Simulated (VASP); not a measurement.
Sn2TeAs2, 5 atoms in the cell. It takes space group P6/mmm (No. 191, hexagonal). Conventional cell: a = 5.369 Å, b = 5.369 Å, c = 5.798 Å, α = 90.00°, β = 90.00°, γ = 120.00°. Sn (site symmetry -6m2) has 2 As at 2.90 Å and 3 Sn at 3.10 Å and 3 Te at 3.10 Å within 3.8 Å. Within 4.3 Å of Te (site symmetry 6/mmm) lie 6 Sn at 3.10 Å and 12 As at 4.24 Å. As (site symmetry -6m2) has 2 Sn at 2.90 Å and 3 As at 3.10 Å within 3.8 Å. The cell was built from a structure type or drawn by symmetry, and may not be a known phase.

| Property | Result |
| --- | --- |
| Program | VASP 6.6.1 |
| Task | single point |
| Functional | PBE |
| Potentials or basis | VASP PAW PBE potentials, release 64 (Sn_d, Te, As) |
| Cutoff | 520 eV |
| k mesh | 12 × 12 × 8 |
| Occupations | gaussian, width 0.1 eV |
| Spin | no spin polarisation |
| Dipole correction | no |
| Further INCAR settings | ALGO = Normal; EDIFF = 1e-07; NBANDS = 30 |

Potentials or basis: VASP PAW PBE potentials, release 64 (Sn_d, Te, As).

Command:

```bash
$ cat potpaw_PBE.64/Sn_d/POTCAR potpaw_PBE.64/Te/POTCAR potpaw_PBE.64/As/POTCAR > POTCAR
$ mpirun -np 1 vasp_std > vasp.out
```

Hardware: 1 thread of Intel(R) Xeon(R) 6975P-C (Granite Rapids), on a shared host.

Problem. Estimate the wall time of this run.

Solution. Wall time 2.5 min on 1 thread of Intel(R) Xeon(R) 6975P-C (Granite Rapids) (shared host), peak memory 0.55 GiB. Counts: scf iterations 14, k points 95.
